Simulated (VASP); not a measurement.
# BAs (F-43m) in VASP: settings compared

The runs below take BAs through single point, relaxation of cell and atoms, with r2SCAN, RPBE, PBE+D4, LDA.

All numbers are computed with VASP 6.6.1; they aren't measurements. Logs are shortened: lines on timing, memory, paths and dates and some standing lists are left out, and cuts for length are marked.

## (1) The cell of the first run

The structure is cubic, space group F-43m (No. 216). The conventional cell has a = 4.784 Å, b = 4.784 Å, c = 4.784 Å, α = 90.00°, β = 90.00°, γ = 90.00°. Within 2.7 Å of B (site symmetry -43m) lie 4 As at 2.07 Å. As (site symmetry -43m) has 4 B at 2.07 Å within 2.7 Å.

## (2) Single point, r2SCAN

Input file POSCAR:

```
BAs
1.0
    0.0000000000      2.3919173606      2.3919173606
    2.3919173606      0.0000000000      2.3919173606
    2.3919173606      2.3919173606      0.0000000000
B As
1 1
Direct
    0.0000000000      0.0000000000      0.0000000000
    0.2500000000      0.2500000000      0.2500000000
```

Input file INCAR.step1:

```
  PREC = Accurate
  ENCUT = 520
  ISMEAR = 0
  SIGMA = 0.01
  LREAL = False
  LASPH = True
  NELM = 60
  NBANDS = 11
  GGA = PE
  ALGO = Normal
  EDIFF = 1E-4
  LWAVE = True
  LCHARG = False
```

Input file INCAR.step2:

```
  PREC = Accurate
  ENCUT = 520
  EDIFF = 1E-6
  ISMEAR = 0
  SIGMA = 0.01
  LREAL = False
  LASPH = True
  NELM = 60
  ALGO = Normal
  ISIF = 2
  LWAVE = False
  LCHARG = False
  METAGGA = R2SCAN
  LMIXTAU = True
  NBANDS = 11
  ISTART = 1
```

Input file KPOINTS:

```
regular mesh
0
Gamma
  8 8 8
```

Potentials or basis: VASP PAW PBE potentials, release 64 (B, As).

On the command line:

```bash
> cat potpaw_PBE.64/B/POTCAR potpaw_PBE.64/As/POTCAR > POTCAR
> cp INCAR.step1 INCAR
> mpirun -np 1 vasp_std > vasp.out
> cp INCAR.step2 INCAR
> mpirun -np 1 vasp_std > vasp.out
```

OUTCAR:

```text
PREC = Accurate
   ENCUT = 520
   EDIFF = 1E-6
   ISMEAR = 0
   LREAL = False
   LASPH = True
   NELM = 60
   ISIF = 2
   METAGGA = R2SCAN
   ISTART = 1

 ion  position               nearest neighbor table
   1  0.000  0.000  0.000-   2 2.07   2 2.07   2 2.07   2 2.07
   2  0.250  0.250  0.250-   1 2.07   1 2.07   1 2.07   1 2.07

  LATTYP: Found a face centered cubic cell.
 ALAT       =     4.7838347212

  Lattice vectors:

 A1 = (   0.0000000000,   2.3919173606,   2.3919173606)
 A2 = (   2.3919173606,   0.0000000000,   2.3919173606)
 A3 = (   2.3919173606,   2.3919173606,   0.0000000000)

Analysis of symmetry for initial positions (statically):
=====================================================================
 Subroutine PRICEL returns:
 Original cell was already a primitive cell.

 Routine SETGRP: Setting up the symmetry group for a
 face centered cubic supercell.

 Subroutine GETGRP returns: Found 24 space group operations
 (whereof 24 operations were pure point group operations)
 out of a pool of 48 trial point group operations.

The static configuration has the point symmetry T_d .

Analysis of symmetry for dynamics (positions and initial velocities):
=====================================================================
 Subroutine PRICEL returns:
 Original cell was already a primitive cell.

 Routine SETGRP: Setting up the symmetry group for a
 face centered cubic supercell.

 Subroutine GETGRP returns: Found 24 space group operations
 (whereof 24 operations were pure point group operations)
 out of a pool of 48 trial point group operations.

The dynamic configuration has the point symmetry T_d .

 Subroutine INISYM returns: Found 24 space group operations
 (whereof 24 operations are pure point group operations),
 and found     1 'primitive' translations

----------------------------------------------------------------------------------------

                                     Primitive cell

  volume of cell :      27.3696

  direct lattice vectors                    reciprocal lattice vectors
     0.000000000  2.391917361  2.391917361    -0.209037322  0.209037322  0.209037322
     2.391917361  0.000000000  2.391917361     0.209037322 -0.209037322  0.209037322
     2.391917361  2.391917361  0.000000000     0.209037322  0.209037322 -0.209037322

  length of vectors
     3.382681971  3.382681971  3.382681971     0.362063263  0.362063263  0.362063263

  position of ions in fractional coordinates (direct lattice)
     0.000000000  0.000000000  0.000000000
     0.250000000  0.250000000  0.250000000

  ion indices of the primitive-cell ions
   primitive index   ion index
                 1           1
                 2           2

----------------------------------------------------------------------------------------

 KPOINTS: regular mesh

Automatic generation of k-mesh.
 Grid dimensions read from file:
 generate k-points for:    8    8    8

 Generating k-lattice:

  Cartesian coordinates                     Fractional coordinates (reciprocal lattice)
    -0.026129665  0.026129665  0.026129665     0.125000000  0.000000000  0.000000000
     0.026129665 -0.026129665  0.026129665     0.000000000  0.125000000  0.000000000
     0.026129665  0.026129665 -0.026129665     0.000000000  0.000000000  0.125000000

  Length of vectors
     0.045257908  0.045257908  0.045257908

  Shift w.r.t. Gamma in fractional coordinates (k-lattice)
     0.000000000  0.000000000  0.000000000

 Subroutine IBZKPT returns following result:
 ===========================================

 Found     29 irreducible k-points:

 Following reciprocal coordinates:
            Coordinates               Weight
  0.000000  0.000000  0.000000      1.000000
  0.125000  0.000000  0.000000      8.000000
  0.250000  0.000000  0.000000      8.000000
  0.375000  0.000000  0.000000      8.000000
  0.500000  0.000000  0.000000      4.000000
  0.125000  0.125000  0.000000      6.000000
[... 16 lines left out ...]
  0.500000  0.250000  0.125000     48.000000
 -0.375000  0.250000  0.125000     24.000000
 [... further k-points ...]
   k-points           NKPTS =     29   k-points in BZ     NKDIM =     29   number of bands    NBANDS=     11
   number of dos      NEDOS =    301   number of ions     NIONS =      2
   total plane-waves  NPLWV =  21952
   dimension x,y,z NGX =    28 NGY =   28 NGZ =   28
   dimension x,y,z NGXF=    56 NGYF=   56 NGZF=   56
   ions per type =               1   1
   NGX,Y,Z   is equivalent  to a cutoff of  13.76, 13.76, 13.76 a.u.
   NGXF,Y,Z  is equivalent  to a cutoff of  27.52, 27.52, 27.52 a.u.
 SYSTEM =  unknown system
   PREC   = accura    normal or accurate (medium, high low for compatibility)
   ISTART =      1    job   : 0-new  1-cont  2-samecut
   ICHARG =      0    charge: 1-file 2-atom 10-const
   ISPIN  =      1    spin polarized calculation?
   LNONCOLLINEAR =      F non collinear calculations
   LSORBIT =      F    spin-orbit coupling
   LASPH  =      T    aspherical Exc in radial PAW
   ENCUT  =  520.0 eV  38.22 Ry    6.18 a.u.   6.29  6.29  6.29*2*pi/ulx,y,z
   NELM   =     60;   NELMIN=  2; NELMDL=  0     # of ELM steps
   EDIFF  = 0.1E-05   stopping-criterion for ELM
   LREAL  =      F    real-space projection
   EDIFFG = 0.1E-04   stopping-criterion for IOM
   NSW    =      0    number of steps for IOM
   IBRION =     -1    ionic relax: 0-MD 1-quasi-New 2-CG
   NFREE  =      0    steps in history (QN), initial steepest desc. (CG)
   ISIF   =      2    stress and relaxation
   ISYM   =      2    0-nonsym 1-usesym 2-fastsym
   POTIM  = 0.5000    time-step for ionic-motion
   TEBEG  =    0.0;   TEEND  =   0.0 temperature during run
   PSTRESS=    0.0 pullay stress
   NELECT =       8.0000    total number of electrons
   NUPDOWN=      -1.0000    fix difference up-down
   EMIN   =  10.00;   EMAX   =-10.00  energy-range for DOS
   EFERMI =   0.00;   METHOD = LEGACY
   ISMEAR =     0;   SIGMA  =   0.01  broadening in eV -4-tet -1-fermi 0-gaus
   EFERMI_NEDOS =   21; number of points for ismear=-14 and -15
   IALGO  =     38    algorithm
   IMIX   =      4    mixing-type and parameters
     AMIX     =   0.40;   BMIX     =  1.00
     AMIX_MAG =   1.60;   BMIX_MAG =  1.00
  volume/ion in A,a.u.               =      13.68        92.35
  Fermi-wavevector in a.u.,A,eV,Ry     =   1.086464  2.053119 16.060371  1.180404
  Thomas-Fermi vector in A             =   2.222601
   LORBIT       =      0    0 simple, 1 ext, 2 COOP (PROOUT), +10 PAW based schemes
   METAGGA = R2SCAN    functional components
   LHFCALC =     F    Hartree Fock is set to
   AEXX    =    0.0000 exact exchange contribution
   IVDW    =     0    specifies the selected vdW correction
   LEPSILON=     F    determine dielectric tensor
   LRPA    =     F    only Hartree local field effects (RPA)
 non-spin polarized calculation
 Gauss-broadening in eV      SIGMA  =   0.01
  energy-cutoff  :      520.00
  volume of cell :       27.37
 maximum number of plane-waves:       754
 NGX is ok and might be reduce to    28
   NGX = 13   NGY = 13   NGZ = 13

 number of electron       8.0000000 magnetization

 Free energy of the ion-electron system (eV)
  ---------------------------------------------------
  ext. energy  EPLUGINS =         0.00000000
  ---------------------------------------------------
  free energy    TOTEN  =       -22.25399432 eV

  energy without entropy =      -22.25399432  energy(sigma->0) =      -22.25399432

 E-fermi :   6.0182     XC(G=0): -11.1135

 val. band max:        5.9766227045   @ k =   0.0000   0.0000   0.0000
 cond. band min:       7.3621297712   @ k =   0.3750   0.3750   0.0000
 fundamental gap:      1.3855070668
 Fermi energy:         6.0181901959

 k-point     1 :       0.0000    0.0000    0.0000
  band No.  band energies     occupation
      1     -10.1411      2.00000
      2       5.9766      2.00000
      3       5.9766      2.00000
      4       5.9766      2.00000
      5       9.4170      0.00000
      6       9.4170      0.00000
      7       9.4170      0.00000
      8      11.0717      0.00000
      9      16.3313      0.00000
     10      19.4000      0.00000
     11      19.4000      0.00000

 k-point     2 :       0.1250    0.0000    0.0000
  band No.  band energies     occupation
      1      -9.8732      2.00000
      2       3.9123      2.00000
      3       5.5115      2.00000
      4       5.5115      2.00000
      5       9.6269      0.00000
      6      10.0301      0.00000
      7      10.0301      0.00000
      8      12.3810      0.00000
      9      17.2904      0.00000
     10      18.1176      0.00000
     11      18.1176      0.00000

 k-point     3 :       0.2500    0.0000    0.0000
  band No.  band energies     occupation
      1      -9.0930      2.00000
      2       0.7976      2.00000
      3       4.7584      2.00000
      4       4.7584      2.00000
      5       9.3128      0.00000
      6      10.8816      0.00000
      7      10.8816      0.00000
      8      14.4854      0.00000
      9      17.7405      0.00000
     10      17.7405      0.00000
     11      18.0275      0.00000

 k-point     4 :       0.3750    0.0000    0.0000
  band No.  band energies     occupation
      1      -7.9338      2.00000
      2      -1.9038      2.00000
      3       4.2292      2.00000
      4       4.2292      2.00000
      5       9.0269      0.00000
      6      11.0775      0.00000
      7      11.0775      0.00000
      8      15.5068      0.00000
      9      18.5844      0.00000
     10      19.2938      0.00000
     11      19.2938      0.00000
[... 239 lines left out ...]
 k-point    22 :       0.3750    0.2500    0.1250
  band No.  band energies     occupation
      1      -8.4089      2.00000
      2       0.5022      2.00000
      3       2.0886      2.00000
      4       3.8450      2.00000
      5       9.4694      0.00000
      6      11.5467      0.00000
      7      12.3236      0.00000
      8      13.5850      0.00000
      9      17.3637      0.00000
     10      20.0347      0.00000
     11      21.0316      0.00000

 k-point    23 :       0.5000    0.2500    0.1250
  band No.  band energies     occupation
      1      -7.2863      2.00000
      2      -1.5586      2.00000
      3       1.3311      2.00000
      4       3.1003      2.00000
      5      10.1515      0.00000
      6      11.3559      0.00000
      7      12.9627      0.00000
      8      14.5155      0.00000
      9      18.1272      0.00000
     10      19.9912      0.00000
     11      22.3942      0.00000

 k-point    24 :      -0.3750    0.2500    0.1250
  band No.  band energies     occupation
      1      -6.5222      2.00000
      2      -2.7427      2.00000
      3       1.2000      2.00000
      4       2.7506      2.00000
      5      10.2942      0.00000
      6      11.0298      0.00000
      7      13.9395      0.00000
      8      15.5811      0.00000
      9      16.8969      0.00000
     10      20.9465      0.00000
     11      22.0923      0.00000

 [... further k-points ...]
[... 5 lines left out ...]
  --------------------------------------------------------------------------------------
  -------------------------------------------------------------------------------------
  Total        0.0420437      0.0420437      0.0420437     -0.0000000     -0.0000000      0.0000000
  in kB        2.4611751      2.4611751      2.4611751     -0.0000000     -0.0000000      0.0000000
  external PRESSURE =       2.4611751 kB  Pullay stress =       0.0000000 kB

 VOLUME and BASIS-vectors are now :
 -----------------------------------------------------------------------------
  energy-cutoff  :      520.00
  volume of cell :       27.37
      direct lattice vectors                 reciprocal lattice vectors
     0.000000000  2.391917361  2.391917361    -0.209037322  0.209037322  0.209037322
     2.391917361  0.000000000  2.391917361     0.209037322 -0.209037322  0.209037322
     2.391917361  2.391917361  0.000000000     0.209037322  0.209037322 -0.209037322

 POSITION                                       TOTAL-FORCE (eV/Angst)
 -----------------------------------------------------------------------------------
      0.00000      0.00000      0.00000         0.000000      0.000000      0.000000
      1.19596      1.19596      1.19596        -0.000000     -0.000000     -0.000000
 -----------------------------------------------------------------------------------
    total drift:                               -0.000000     -0.000000     -0.000000

  FREE ENERGIE OF THE ION-ELECTRON SYSTEM (eV)
  ---------------------------------------------------
  free  energy   TOTEN  =       -22.2539943230 eV

  energy  without entropy=      -22.2539943230  energy(sigma->0) =      -22.25399432
```

It took 1.7 min on 1 thread of AMD EPYC 7R13, shared host; peak memory 0.14 GiB.

What came out:

```yaml
Free_energy: -22.2540 eV
Pressure: 0.2 GPa
Band_gap_on_the_k_mesh: 1.39 eV, indirect (least direct gap 3.44 eV)
```

Caveat: the PAW data sets were made with another functional, which shifts forces and pressure a little.

## (3) Relaxation of cell and atoms, RPBE

This run uses another cell than the first one, of 13.63 Å³/atom, 0.996 times its volume.

Input file INCAR:

```
  ALGO = Normal
  EDIFF = 1E-6
  EDIFFG = -0.05
  ENCUT = 600
  GGA = RP
  IBRION = 2
  ISIF = 3
  ISMEAR = 0
  LASPH = T
  LCHARG = F
  LREAL = F
  LWAVE = F
  NELM = 80
  NSW = 80
  PREC = Accurate
  SIGMA = 0.01
```

Input file KPOINTS:

```
k-points
0
Gamma
  8 8 8
```

Input file POSCAR:

```
BAs
1.0
    0.0000000000      2.3885000000      2.3885000000
    2.3885000000      0.0000000000      2.3885000000
    2.3885000000      2.3885000000      0.0000000000
B As
1 1
Direct
    0.0000000000      0.0000000000      0.0000000000
    0.2500000000      0.2500000000      0.2500000000
```

Potentials or basis: VASP PAW PBE potentials, release 64 (B, As).

On the command line:

```bash
> cat potpaw_PBE.64/B/POTCAR potpaw_PBE.64/As/POTCAR > POTCAR
> mpirun -np 1 vasp_std > vasp.out
```

OUTCAR:

```text
EDIFF = 1E-6
   EDIFFG = -0.05
   ENCUT = 600
   GGA = RP
   IBRION = 2
   ISIF = 3
   ISMEAR = 0
   LASPH = T
   LREAL = F
   NELM = 80
   NSW = 80
   PREC = Accurate

 ion  position               nearest neighbor table
   1  0.000  0.000  0.000-   2 2.07   2 2.07   2 2.07   2 2.07
   2  0.250  0.250  0.250-   1 2.07   1 2.07   1 2.07   1 2.07

  LATTYP: Found a face centered cubic cell.
 ALAT       =     4.7770000000

  Lattice vectors:

 A1 = (   0.0000000000,   2.3885000000,   2.3885000000)
 A2 = (   2.3885000000,   0.0000000000,   2.3885000000)
 A3 = (   2.3885000000,   2.3885000000,   0.0000000000)

Analysis of symmetry for initial positions (statically):
=====================================================================
 Subroutine PRICEL returns:
 Original cell was already a primitive cell.

 Routine SETGRP: Setting up the symmetry group for a
 face centered cubic supercell.

[... 249 lines left out ...]
 E-fermi :   5.8697     XC(G=0): -10.3041

 val. band max:        5.7581705385   @ k =   0.0000   0.0000   0.0000
 cond. band min:       7.0252217049   @ k =   0.3750   0.3750   0.0000
 fundamental gap:      1.2670511664
 Fermi energy:         5.8697054211

 k-point     1 :       0.0000    0.0000    0.0000
  band No.  band energies     occupation
      1      -9.2540      2.00000
      2       5.7582      2.00000
      3       5.7582      2.00000
      4       5.7582      2.00000
      5       8.9816      0.00000
      6       8.9816      0.00000
      7       8.9816      0.00000
      8       9.9231      0.00000
[... 243 lines left out ...]
 k-point    24 :      -0.3750    0.2500    0.1250
  band No.  band energies     occupation
      1      -5.9850      2.00000
      2      -2.2804      2.00000
      3       1.3593      2.00000
      4       2.8265      2.00000
      5       9.6658      0.00000
      6      10.4357      0.00000
      7      13.0111      0.00000
      8      14.5605      0.00000

 [... further k-points ...]
[... 5 lines left out ...]
  --------------------------------------------------------------------------------------
  -------------------------------------------------------------------------------------
  Total        0.0005208      0.0005208      0.0005208     -0.0000000     -0.0000000      0.0000000
  in kB        0.0293105      0.0293105      0.0293105     -0.0000000     -0.0000000      0.0000000
  external PRESSURE =       0.0293105 kB  Pullay stress =       0.0000000 kB
[... 17 lines left out ...]
  FREE ENERGIE OF THE ION-ELECTRON SYSTEM (eV)
  ---------------------------------------------------
  free  energy   TOTEN  =       -10.7479234289 eV

  energy  without entropy=      -10.7479234289  energy(sigma->0) =      -10.74792343

 reached required accuracy - stopping structural energy minimisation
```

OSZICAR:

```text
N       E                     dE             d eps       ncg     rms          rms(c)
DAV:   1     0.172700623492E+02    0.17270E+02   -0.41474E+03   464   0.981E+02
DAV:   2    -0.108224124418E+02   -0.28092E+02   -0.26755E+02   680   0.115E+02
DAV:   3    -0.113170534765E+02   -0.49464E+00   -0.49464E+00   568   0.193E+01
[... 21 lines left out ...]
DAV:   2    -0.107498538632E+02    0.57900E-02   -0.99233E-03   504   0.608E-01    0.238E-01
DAV:   3    -0.107480585944E+02    0.17953E-02   -0.38508E-03   512   0.348E-01    0.842E-02
DAV:   4    -0.107479275528E+02    0.13104E-03   -0.25312E-04   600   0.107E-01    0.472E-02
DAV:   5    -0.107479234229E+02    0.41299E-05   -0.20091E-05   576   0.316E-02    0.241E-02
DAV:   6    -0.107479234289E+02   -0.60582E-08   -0.20565E-06   504   0.105E-02
   3 F= -.10747923E+02 E0= -.10747923E+02  d E =-.218671E-01
```

CONTCAR:

```text
BAs
   1.00000000000000
    -0.0000000000000000    2.4235297419134847    2.4235297419134847
     2.4235297419134847    0.0000000000000000    2.4235297419134847
     2.4235297419134847    2.4235297419134847    0.0000000000000000
  B               As
     1     1
Direct
     0.0000000000000000    0.0000000000000000    0.0000000000000000
     0.2500000000000000    0.2500000000000000    0.2500000000000000

  0.00000000E+00  0.00000000E+00  0.00000000E+00
  0.00000000E+00  0.00000000E+00  0.00000000E+00
```

Wall time 40 s (1 thread of AMD EPYC 7R13, shared host); peak memory 0.13 GiB.

Results:

* Free energy: -10.7479 eV
* Relaxed volume: 14.23 Å³/atom
* Relaxed cell: a = 3.427 Å, b = 3.427 Å, c = 3.427 Å, α = 60.00°, β = 60.00°, γ = 60.00°
* Space group after relaxing (to 0.05 Å): F-43m (No. 216)
* Energy gained by relaxing: 10.9 meV/atom
* Ionic steps: 3
* Pressure after relaxing: 0.0 GPa
* Band gap on the k mesh: 1.27 eV, indirect (least direct gap 3.22 eV)

Step by step:
```tsv
step	energy change (eV)	largest force (eV/Å)	pressure (GPa)	volume (Å³)
1	0.0000	0.0000	5.99	27.25
2	-0.0126	0.0000	-3.43	29.31
3	-0.0219	0.0000	0.00	28.47
```

Final structure:
```
B As
1.0
     0.00000    2.42353    2.42353
     2.42353    0.00000    2.42353
     2.42353    2.42353    0.00000
B As
1 1
Direct
  0.00000 0.00000 0.00000
  0.25000 0.25000 0.25000
```

Caveat: the PAW data sets were made with another functional, which shifts forces and pressure a little.

(Continued in part 2 of 2.)
